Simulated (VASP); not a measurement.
Set up this calculation in VASP 6.6.1, as the native input.

* Task: relaxation of cell and atoms
* Functional: PBE
* Potentials or basis: VASP PAW PBE potentials, release 64 (Si, Bi_d, Te)
* Cutoff: 600 eV
* k mesh: 5 × 5 × 1
* Occupations: gaussian, width 0.2 eV
* Spin: no spin polarisation
* Dipole correction: no
* Further INCAR settings: ALGO = Normal; EDIFF = 1e-06; IBRION = 2; EDIFFG = -0.08; NSW = 36; ISIF = 3

The structure of Si2BiTe5 lies in POSCAR:

```
Si2BiTe5
1.0
    4.0500000000      0.0000000000      0.0000000000
   -2.0250000000      3.5074028900      0.0000000000
    0.0000000000      0.0000000000     15.7000000000
Si Bi Te
2 1 5
Direct
    0.0000000000      0.0000000000      0.7200000000
    0.3333333300      0.6666666700      0.0950000000
    0.0000000000      0.0000000000      0.3300000000
    0.6666666700      0.3333333300      0.6200000000
    0.3333333300      0.6666666700      0.8200000000
    0.0000000000      0.0000000000      0.0000000000
    0.6666666700      0.3333333300      0.2050000000
    0.3333333300      0.6666666700      0.4430000000
```

The input as run:

INCAR

```
PREC     = Accurate       # precision mode
ENCUT    = 600            # plane-wave cutoff, eV
EDIFF    = 1E-6           # SCF threshold, eV
ISMEAR   = 0              # smearing method
SIGMA    = 0.2            # smearing width, eV
LREAL    = F              # projectors in reciprocal space
LASPH    = T              # aspherical terms in the spheres
NELM     = 80             # most SCF steps
ALGO     = Normal         # electronic algorithm
ISIF     = 3              # what is computed and relaxed
LWAVE    = F              # write WAVECAR
LCHARG   = F              # write CHGCAR
GGA      = PE             # functional
IBRION   = 2              # ionic algorithm
NSW      = 36             # ionic steps
EDIFFG   = -0.08          # ionic threshold
```

KPOINTS

```
Automatic mesh
0
Gamma
  5 5 1
```

Potentials or basis: VASP PAW PBE potentials, release 64 (Si, Bi_d, Te).

Run with:

```sh
$ cat potpaw_PBE.64/Si/POTCAR potpaw_PBE.64/Bi_d/POTCAR potpaw_PBE.64/Te/POTCAR > POTCAR
$ mpirun -np 1 vasp_std > vasp.out
```

It gave:

* Relaxed volume: 29.42 Å³/atom
* Relaxed cell: a = 4.017 Å, b = 4.017 Å, c = 16.847 Å, α = 90.00°, β = 90.00°, γ = 120.00°
* Space group after relaxing (to 0.05 Å): P3m1 (No. 156)
* Energy gained by relaxing: 53.5 meV/atom
* Ionic steps: 10
* Pressure after relaxing: 0.0 GPa
* Largest force after relaxing: 0.064 eV/Å

Caveat: the k points lie up to 0.37 Å⁻¹ apart in the final cell; this functional lacks dispersion, which binds the layers, so the pressure and a relaxed spacing across them are unreliable; the relaxation stopped at a loose force limit of 0.08 eV/Å, so its end isn't a converged minimum.

It took 4.9 min on 1 thread of Intel(R) Xeon(R) 6975P-C (Granite Rapids), on a shared host, peak memory 0.4 GiB.
